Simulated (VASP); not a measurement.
# GaSb (Immm) in VASP: settings compared

GaSb is run at these levels: r2SCAN, PBE; tasks: single point, relaxation of cell and atoms.

Everything below comes from runs of VASP 6.6.1. Logs are shortened: lines on timing, memory, paths and dates and some standing lists are left out, and cuts for length are marked.

## Step 1: The cell of the first run

Symmetry: Immm, No. 71, orthorhombic system. The conventional cell has a = 3.153 Å, b = 5.420 Å, c = 5.863 Å, α = 90.00°, β = 90.00°, γ = 90.00°. Within 3.9 Å of Sb (site symmetry mmm) lie 6 Ga at 2.93 to 3.14 Å and 2 Sb at 3.15 Å. Within 3.9 Å of Ga (site symmetry mmm) lie 6 Sb at 2.93 to 3.14 Å and 2 Ga at 3.15 Å.

## Step 2: Single point, r2SCAN

POSCAR

```
GaSb
1.0
   -1.5763757296      2.7102044447      2.9313872741
    1.5763757296     -2.7102044447      2.9313872741
    1.5763757296      2.7102044447     -2.9313872741
Sb Ga
1 1
Direct
    0.5000000000      0.5000000000      0.0000000000
    0.0000000000      0.0000000000      0.0000000000
```

INCAR.step1

```
SYSTEM = GaSb
PREC = Accurate
ENCUT = 520
ISMEAR = -1
SIGMA = 0.05
LREAL = .False.
LASPH = .True.
NELM = 60
NBANDS = 16
GGA = PE
ALGO = Normal
EDIFF = 1E-4
LWAVE = .True.
LCHARG = .False.
```

INCAR.step2

```
SYSTEM = GaSb
PREC = Accurate
ENCUT = 520
EDIFF = 1E-7
ISMEAR = -1
SIGMA = 0.05
LREAL = .False.
LASPH = .True.
NELM = 60
ALGO = Normal
ISIF = 2
LWAVE = .False.
LCHARG = .False.
METAGGA = R2SCAN
LMIXTAU = .True.
NBANDS = 16
ISTART = 1
```

KPOINTS

```
regular mesh
0
Gamma
  10 10 10
  0 0 0
```

Potentials or basis: VASP PAW PBE potentials, release 64 (Sb, Ga_d).

Launch:

```
cat potpaw_PBE.64/Sb/POTCAR potpaw_PBE.64/Ga_d/POTCAR > POTCAR
cp INCAR.step1 INCAR
mpirun -np 1 vasp_std > vasp.out
cp INCAR.step2 INCAR
mpirun -np 1 vasp_std > vasp.out
```

OUTCAR:

```text
SYSTEM = GaSb
   PREC = Accurate
   ENCUT = 520
   EDIFF = 1E-7
   ISMEAR = -1
   LREAL = .False.
   LASPH = .True.
   NELM = 60
   ISIF = 2
   METAGGA = R2SCAN
   ISTART = 1

 ion  position               nearest neighbor table
   1  0.500  0.500  0.000-   2 2.93   2 2.93   2 3.14   2 3.14   2 3.14   2 3.14
   2  0.000  0.000  0.000-   1 2.93   1 2.93   1 3.14   1 3.14   1 3.14   1 3.14

  LATTYP: Found a body centered orthorhombic cell.
 ALAT       =     3.1527514592
 B/A-ratio  =     1.7192629865
 C/A-ratio  =     1.8595739703

  Lattice vectors:

 A1 = (  -1.5763757296,   2.7102044447,   2.9313872741)
 A2 = (   1.5763757296,  -2.7102044447,   2.9313872741)
 A3 = (   1.5763757296,   2.7102044447,  -2.9313872741)

Analysis of symmetry for initial positions (statically):
=====================================================================
 Subroutine PRICEL returns:
 Original cell was already a primitive cell.

 Routine SETGRP: Setting up the symmetry group for a
 body centered orthorhombic supercell.

 Subroutine GETGRP returns: Found  8 space group operations
 (whereof  8 operations were pure point group operations)
 out of a pool of  8 trial point group operations.

The static configuration has the point symmetry D_2h.

Analysis of symmetry for dynamics (positions and initial velocities):
=====================================================================
 Subroutine PRICEL returns:
 Original cell was already a primitive cell.

 Routine SETGRP: Setting up the symmetry group for a
 body centered orthorhombic supercell.

 Subroutine GETGRP returns: Found  8 space group operations
 (whereof  8 operations were pure point group operations)
 out of a pool of  8 trial point group operations.

The dynamic configuration has the point symmetry D_2h.

 Subroutine INISYM returns: Found  8 space group operations
 (whereof  8 operations are pure point group operations),
 and found     1 'primitive' translations

----------------------------------------------------------------------------------------

                                     Primitive cell

  volume of cell :      50.0951

  direct lattice vectors                    reciprocal lattice vectors
    -1.576375730  2.710204445  2.931387274     0.000000000  0.184487927  0.170567705
     1.576375730 -2.710204445  2.931387274     0.317183265  0.000000000  0.170567705
     1.576375730  2.710204445 -2.931387274     0.317183265  0.184487927  0.000000000

  length of vectors
     4.292225521  4.292225521  4.292225521     0.251255124  0.360136870  0.366934624

  position of ions in fractional coordinates (direct lattice)
     0.500000000  0.500000000  0.000000000
     0.000000000  0.000000000  0.000000000

  ion indices of the primitive-cell ions
   primitive index   ion index
                 1           1
                 2           2

----------------------------------------------------------------------------------------

 KPOINTS: regular mesh

Automatic generation of k-mesh.
 Grid dimensions read from file:
 generate k-points for:   10   10   10

 Generating k-lattice:

  Cartesian coordinates                     Fractional coordinates (reciprocal lattice)
     0.000000000  0.018448793  0.017056771     0.100000000 -0.000000000  0.000000000
     0.031718326  0.000000000  0.017056771    -0.000000000  0.100000000  0.000000000
     0.031718326  0.018448793  0.000000000     0.000000000  0.000000000  0.100000000

  Length of vectors
     0.025125512  0.036013687  0.036693462

  Shift w.r.t. Gamma in fractional coordinates (k-lattice)
     0.000000000  0.000000000  0.000000000

 Subroutine IBZKPT returns following result:
 ===========================================

 Found    171 irreducible k-points:

 Following reciprocal coordinates:
            Coordinates               Weight
  0.000000  0.000000  0.000000      1.000000
  0.100000  0.000000 -0.000000      4.000000
  0.200000  0.000000 -0.000000      4.000000
  0.300000  0.000000 -0.000000      4.000000
  0.400000  0.000000 -0.000000      4.000000
  0.500000  0.000000 -0.000000      2.000000
[... 16 lines left out ...]
 -0.400000  0.200000  0.000000      8.000000
 -0.300000  0.200000  0.000000      8.000000
 [... further k-points ...]
   k-points           NKPTS =    171   k-points in BZ     NKDIM =    171   number of bands    NBANDS=     16
   number of dos      NEDOS =    301   number of ions     NIONS =      2
   total plane-waves  NPLWV =  32768
   dimension x,y,z NGX =    32 NGY =   32 NGZ =   32
   dimension x,y,z NGXF=    64 NGYF=   64 NGZF=   64
   ions per type =               1   1
   NGX,Y,Z   is equivalent  to a cutoff of  12.39, 12.39, 12.39 a.u.
   NGXF,Y,Z  is equivalent  to a cutoff of  24.79, 24.79, 24.79 a.u.
 SYSTEM =  GaSb
   PREC   = accura    normal or accurate (medium, high low for compatibility)
   ISTART =      1    job   : 0-new  1-cont  2-samecut
   ICHARG =      0    charge: 1-file 2-atom 10-const
   ISPIN  =      1    spin polarized calculation?
   LNONCOLLINEAR =      F non collinear calculations
   LSORBIT =      F    spin-orbit coupling
   LASPH  =      T    aspherical Exc in radial PAW
   ENCUT  =  520.0 eV  38.22 Ry    6.18 a.u.   7.98  7.98  7.98*2*pi/ulx,y,z
   NELM   =     60;   NELMIN=  2; NELMDL=  0     # of ELM steps
   EDIFF  = 0.1E-06   stopping-criterion for ELM
   LREAL  =      F    real-space projection
   EDIFFG = 0.1E-05   stopping-criterion for IOM
   NSW    =      0    number of steps for IOM
   IBRION =     -1    ionic relax: 0-MD 1-quasi-New 2-CG
   NFREE  =      0    steps in history (QN), initial steepest desc. (CG)
   ISIF   =      2    stress and relaxation
   ISYM   =      2    0-nonsym 1-usesym 2-fastsym
   POTIM  = 0.5000    time-step for ionic-motion
   TEBEG  =    0.0;   TEEND  =   0.0 temperature during run
   PSTRESS=    0.0 pullay stress
   NELECT =      18.0000    total number of electrons
   NUPDOWN=      -1.0000    fix difference up-down
   EMIN   =  10.00;   EMAX   =-10.00  energy-range for DOS
   EFERMI =   0.00;   METHOD = LEGACY
   ISMEAR =    -1;   SIGMA  =   0.05  broadening in eV -4-tet -1-fermi 0-gaus
   EFERMI_NEDOS =   21; number of points for ismear=-14 and -15
   IALGO  =     38    algorithm
   IMIX   =      4    mixing-type and parameters
     AMIX     =   0.40;   BMIX     =  1.00
     AMIX_MAG =   1.60;   BMIX_MAG =  1.00
  volume/ion in A,a.u.               =      25.05       169.03
  Fermi-wavevector in a.u.,A,eV,Ry     =   1.163860  2.199376 18.430039  1.354570
  Thomas-Fermi vector in A             =   2.300405
   LORBIT       =      0    0 simple, 1 ext, 2 COOP (PROOUT), +10 PAW based schemes
   METAGGA = R2SCAN    functional components
   LHFCALC =     F    Hartree Fock is set to
   AEXX    =    0.0000 exact exchange contribution
   IVDW    =     0    specifies the selected vdW correction
   LEPSILON=     F    determine dielectric tensor
   LRPA    =     F    only Hartree local field effects (RPA)
 non-spin polarized calculation
  energy-cutoff  :      520.00
  volume of cell :       50.10
 maximum number of plane-waves:      1369
   NGX = 15   NGY = 15   NGZ = 15

 number of electron      17.9999996 magnetization

 Free energy of the ion-electron system (eV)
  ---------------------------------------------------
  ext. energy  EPLUGINS =         0.00000000
  ---------------------------------------------------
  free energy    TOTEN  =       -36.93321695 eV

  energy without entropy =      -36.92783936  energy(sigma->0) =      -36.93052815

 E-fermi :   6.0358     XC(G=0): -10.7662

 val. band max:        6.0226560572   @ k =  -0.2000  -0.4000   0.2000
 cond. band min:       6.0750662445   @ k =  -0.0000   0.2000   0.0000
 fundamental gap:      0.0524101873
 Fermi energy:         6.0357613326

 k-point     1 :       0.0000    0.0000    0.0000
  band No.  band energies     occupation
      1      -9.3917      2.00000
      2      -9.2999      2.00000
      3      -9.2929      2.00000
      4      -9.2871      2.00000
      5      -9.2504      2.00000
      6      -6.1839      2.00000
[... 8 lines left out ...]
     15      15.3703      0.00000
     16      16.6473      0.00000

 k-point     2 :       0.1000    0.0000   -0.0000
  band No.  band energies     occupation
      1      -9.3912      2.00000
      2      -9.3016      2.00000
      3      -9.2919      2.00000
      4      -9.2870      2.00000
      5      -9.2503      2.00000
      6      -6.0985      2.00000
[... 8 lines left out ...]
     15      16.0356      0.00000
     16      16.6408      0.00000

 k-point     3 :       0.2000    0.0000   -0.0000
  band No.  band energies     occupation
      1      -9.3900      2.00000
      2      -9.3061      2.00000
      3      -9.2893      2.00000
      4      -9.2869      2.00000
      5      -9.2498      2.00000
      6      -5.8483      2.00000
[... 8 lines left out ...]
     15      15.8833      0.00000
     16      17.2405      0.00000

 k-point     4 :       0.3000    0.0000   -0.0000
  band No.  band energies     occupation
      1      -9.3887      2.00000
      2      -9.3116      2.00000
      3      -9.2869      2.00000
      4      -9.2861      2.00000
      5      -9.2491      2.00000
      6      -5.4602      2.00000
[... 8 lines left out ...]
     15      15.5906      0.00000
     16      16.7273      0.00000
[... 324 lines left out ...]
 k-point    22 :       0.5000    0.2000    0.0000
  band No.  band energies     occupation
      1      -9.3379      2.00000
      2      -9.3211      2.00000
      3      -9.3080      2.00000
      4      -9.2800      2.00000
      5      -9.2681      2.00000
      6      -4.2828      2.00000
[... 8 lines left out ...]
     15      17.5611      0.00000
     16      18.1972      0.00000

 k-point    23 :      -0.4000    0.2000    0.0000
  band No.  band energies     occupation
      1      -9.3395      2.00000
      2      -9.3198      2.00000
      3      -9.3046      2.00000
      4      -9.2825      2.00000
      5      -9.2678      2.00000
      6      -4.7076      2.00000
[... 8 lines left out ...]
     15      15.7626      0.00000
     16      16.8278      0.00000

 k-point    24 :      -0.3000    0.2000    0.0000
  band No.  band energies     occupation
      1      -9.3410      2.00000
      2      -9.3173      2.00000
      3      -9.3015      2.00000
      4      -9.2850      2.00000
      5      -9.2683      2.00000
      6      -5.1010      2.00000
[... 8 lines left out ...]
     15      14.4755      0.00000
     16      15.6603      0.00000

 [... further k-points ...]
[... 5 lines left out ...]
  --------------------------------------------------------------------------------------
  -------------------------------------------------------------------------------------
  Total       -0.7634978     -1.1839492     -1.4340172     -0.0000000      0.0000000      0.0000000
  in kB      -24.4187481    -37.8659320    -45.8637916     -0.0000000      0.0000000      0.0000000
  external PRESSURE =     -36.0494906 kB  Pullay stress =       0.0000000 kB

 VOLUME and BASIS-vectors are now :
 -----------------------------------------------------------------------------
  energy-cutoff  :      520.00
  volume of cell :       50.10
      direct lattice vectors                 reciprocal lattice vectors
    -1.576375730  2.710204445  2.931387274     0.000000000  0.184487927  0.170567705
     1.576375730 -2.710204445  2.931387274     0.317183265  0.000000000  0.170567705
     1.576375730  2.710204445 -2.931387274     0.317183265  0.184487927  0.000000000

 POSITION                                       TOTAL-FORCE (eV/Angst)
 -----------------------------------------------------------------------------------
      0.00000      0.00000      2.93139        -0.000000     -0.000000      0.000000
      0.00000      0.00000      0.00000         0.000000      0.000000     -0.000000
 -----------------------------------------------------------------------------------
    total drift:                               -0.000000     -0.000000     -0.000000

  FREE ENERGIE OF THE ION-ELECTRON SYSTEM (eV)
  ---------------------------------------------------
  free  energy   TOTEN  =       -36.9332169470 eV

  energy  without entropy=      -36.9278393621  energy(sigma->0) =      -36.93052815
```

It took 7.6 min on 1 thread of Intel Xeon Platinum 8488C (Sapphire Rapids), shared host; peak memory 0.29 GiB.

What came out:

```
Free energy            : -36.9332 eV
Pressure               : -3.6 GPa
Band gap on the k mesh : zero (band 9 reaches 7.96 eV, above the bottom of band 10 at 3.54 eV)
```

Caveat: the PAW data sets were made with another functional, which shifts forces and pressure a little; spin-orbit coupling is left out, which moves the levels of the heavy elements.

## Step 3: Single point, r2SCAN

This run uses another cell than the first one, of 25.53 Å³/atom, 1.019 times its volume.

POSCAR

```
GaSb
1.0
   -1.5864166100      2.7274673588      2.9500590341
    1.5864166100     -2.7274673588      2.9500590341
    1.5864166100      2.7274673588     -2.9500590341
Sb Ga
1 1
Direct
    0.5000000000      0.5000000000      0.0000000000
    0.0000000000      0.0000000000      0.0000000000
```

INCAR.step1

```
ALGO = Normal
EDIFF = 1E-4
ENCUT = 520
GGA = PE
ISMEAR = -1
LASPH = T
LCHARG = F
LREAL = F
LWAVE = T
NBANDS = 16
NELM = 60
PREC = Accurate
SIGMA = 0.05
```

INCAR.step2

```
ALGO = Normal
EDIFF = 1E-6
ENCUT = 520
ISIF = 2
ISMEAR = -1
ISTART = 1
LASPH = T
LCHARG = F
LMIXTAU = T
LREAL = F
LWAVE = F
METAGGA = R2SCAN
NBANDS = 16
NELM = 60
PREC = Accurate
SIGMA = 0.05
```

KPOINTS

```
k-points
0
Gamma
  10 10 10
```

Potentials or basis: VASP PAW PBE potentials, release 64 (Sb, Ga_d).

Launch:

```
cat potpaw_PBE.64/Sb/POTCAR potpaw_PBE.64/Ga_d/POTCAR > POTCAR
cp INCAR.step1 INCAR
mpirun -np 1 vasp_std > vasp.out
cp INCAR.step2 INCAR
mpirun -np 1 vasp_std > vasp.out
```

It took 7.9 min on 1 thread of Intel Xeon Platinum 8488C (Sapphire Rapids), shared host; peak memory 0.29 GiB.

It converged, with:

| Item | Value |
| --- | --- |
| Free energy | -36.9092 eV |
| Pressure | -4.4 GPa |
| Band gap on the k mesh | zero (band 9 reaches 7.69 eV, above the bottom of band 10 at 3.40 eV) |

Stress tensor (GPa, compression positive):
```
-3.30  0.00  0.00
 0.00 -4.51  0.00
 0.00  0.00 -5.33
```

Levels at points of the mesh, in eV from the Fermi level:
| k point | band 6 | band 7 | band 8 | band 9 | band 10 | band 11 | band 12 | band 13 |
| --- | --- | --- | --- | --- | --- | --- | --- | --- |
| (0.00, 0.00, 0.00) | -12.08 | -3.35 | -2.20 | -1.75 | 3.90 | 5.29 | 6.26 | 7.56 |
| (0.50, 0.00, 0.00) | -10.72 | -8.05 | -0.28 | 1.61 | 2.07 | 2.72 | 4.78 | 7.13 |
| (0.00, 0.50, 0.00) | -8.25 | -6.04 | -2.09 | -0.35 | -0.27 | 1.30 | 2.82 | 3.80 |
| (0.50, 0.50, 0.00) | -8.24 | -4.95 | -3.12 | -2.09 | -1.74 | 3.84 | 3.93 | 6.54 |
| (0.50, 0.50, 0.50) | -9.77 | -6.02 | -4.94 | -4.71 | 3.32 | 7.38 | 9.61 | 10.25 |

Caveat: the PAW data sets were made with another functional, which shifts forces and pressure a little; spin-orbit coupling is left out, which moves the levels of the heavy elements.

## Step 4: Relaxation of cell and atoms, PBE, target pressure 20 GPa, at which the enthalpy is minimised

This run uses another cell than the first one, of 24.08 Å³/atom, 0.962 times its volume.

INCAR

```
SYSTEM = GaSb
PREC = Accurate ; ENCUT = 600
EDIFF = 1E-6 ; ISMEAR = -1
SIGMA = 0.05 ; LREAL = .FALSE.
LASPH = .TRUE. ; NELM = 80
ALGO = Normal ; ISIF = 3
LWAVE = .FALSE. ; LCHARG = .FALSE.
GGA = PE ; IBRION = 2
NSW = 80 ; EDIFFG = -0.005
PSTRESS = 200.0
```

KPOINTS

```
Automatic mesh
0
G
  10 10 10
  0 0 0
```

POSCAR

```
GaSb
1.0
   -1.5559010000      2.6750030000      2.8933130000
    1.5559010000     -2.6750030000      2.8933130000
    1.5559010000      2.6750030000     -2.8933130000
Sb Ga
1 1
Direct
    0.5000000000      0.5000000000      0.0000000000
    0.0000000000      0.0000000000      0.0000000000
```

Launch:

```
cat potpaw_PBE.64/Sb/POTCAR potpaw_PBE.64/Ga_d/POTCAR > POTCAR
mpirun -np 1 vasp_std > vasp.out
```

Wall time 6.6 min (1 thread of Intel Xeon 6975P-C (Granite Rapids), shared host); peak memory 0.34 GiB.

Results (log left out):

* Free energy: -6.5065 eV
* Relaxed volume: 19.22 Å³/atom
* Relaxed cell: a = 3.899 Å, b = 3.899 Å, c = 3.899 Å, α = 135.14°, β = 103.53°, γ = 93.28°
* Space group after relaxing (to 0.05 Å): Immm (No. 71)
* Energy change on relaxing (the enthalpy is what falls): +236.4 meV/atom
* Ionic steps: 16
* Pressure after relaxing: 20.0 GPa
* Band gap on the k mesh: zero (band 9 reaches 12.86 eV, above the bottom of band 10 at 5.97 eV)

The path:
```csv
step,energy change (eV),largest force (eV/Å),pressure (GPa),volume (Å³)
1,0.0000,0.0000,-0.11,48.17
2,2.7325,0.0000,76.01,30.01
3,0.4320,0.0000,18.57,38.93
4,0.4704,0.0000,19.60,38.61
5,0.4924,0.0000,20.23,38.43
6,0.4880,0.0000,20.41,38.36
7,0.4913,0.0000,20.57,38.31
8,0.4452,0.0000,19.14,38.66
9,0.4589,0.0000,19.65,38.55
10,0.4832,0.0000,20.32,38.35
11,0.4728,0.0000,19.98,38.44
12,0.4731,0.0000,20.01,38.43
13,0.4736,0.0000,20.04,38.43
14,0.4738,0.0000,20.04,38.43
15,0.4710,0.0000,19.93,38.45
16,0.4727,0.0000,20.03,38.44
```

Final structure:
```cif
data_structure
_symmetry_space_group_name_H-M 'P 1'
_symmetry_Int_Tables_number 1
_cell_length_a 3.8988
_cell_length_b 3.8988
_cell_length_c 3.8988
_cell_angle_alpha 135.136
_cell_angle_beta 103.528
_cell_angle_gamma 93.285
_cell_volume 38.44
loop_
_atom_site_label
_atom_site_type_symbol
_atom_site_fract_x
_atom_site_fract_y
_atom_site_fract_z
_atom_site_occupancy
Sb1 Sb 0.50000 0.50000 0.00000 1
Ga1 Ga 0.00000 0.00000 0.00000 1
```

Levels at points of the mesh, in eV from the Fermi level:
| k point | band 6 | band 7 | band 8 | band 9 | band 10 | band 11 | band 12 | band 13 |
| --- | --- | --- | --- | --- | --- | --- | --- | --- |
| (0.00, 0.00, 0.00) | -13.90 | -2.77 | -2.02 | -2.01 | 3.06 | 5.93 | 7.03 | 8.74 |
| (0.50, 0.00, 0.00) | -11.84 | -9.62 | -0.13 | 1.38 | 3.32 | 3.57 | 5.11 | 7.03 |
| (0.00, 0.50, 0.00) | -8.92 | -7.47 | -2.01 | -0.68 | -0.58 | 0.49 | 3.60 | 3.96 |
| (0.50, 0.50, 0.00) | -8.68 | -6.61 | -2.95 | -2.81 | -2.59 | 2.65 | 4.77 | 8.33 |
| (0.50, 0.50, 0.50) | -10.06 | -6.70 | -6.38 | -6.18 | 2.73 | 6.72 | 12.26 | 12.42 |

Caveat: the cell is relaxed towards a set pressure, so the enthalpy falls and the energy may rise; the volume moved by over 15 % at a fixed basis, so the end points are rough; spin-orbit coupling is left out, which moves the levels of the heavy elements.

## Step 5: Overview

```csv
task,level,cell,cutoff (eV),gap on the mesh (eV),pressure (GPa)
single point,r2SCAN,"a = 4.292 Å, angles 136.9, 101.7, 93.9°, 2 atoms",520,none,-3.6
single point,r2SCAN,"a = 4.320 Å, angles 136.9, 101.7, 93.9°, 2 atoms",520,none,-4.4
relaxation of cell and atoms,PBE,"relaxed to 20 GPa from a = 4.236 Å, angles 136.9, 101.7, 93.9°, 2 atoms",600,none,20.0
```

Alike in all rows: potentials or basis VASP PAW PBE potentials, release 64 (Sb, Ga_d); no spin polarisation; k mesh 10 × 10 × 10; smearing fermi-dirac 0.05 eV.

Caveats: spin-orbit coupling is left out, which moves the levels of the heavy elements; the PAW data sets were made with another functional, which shifts forces and pressure a little (some runs); the cell is relaxed towards a set pressure, so the enthalpy falls and the energy may rise (some runs); the volume moved by over 15 % at a fixed basis, so the end points are rough (some runs).

Absolute energies hang on the potentials; compare differences alone.
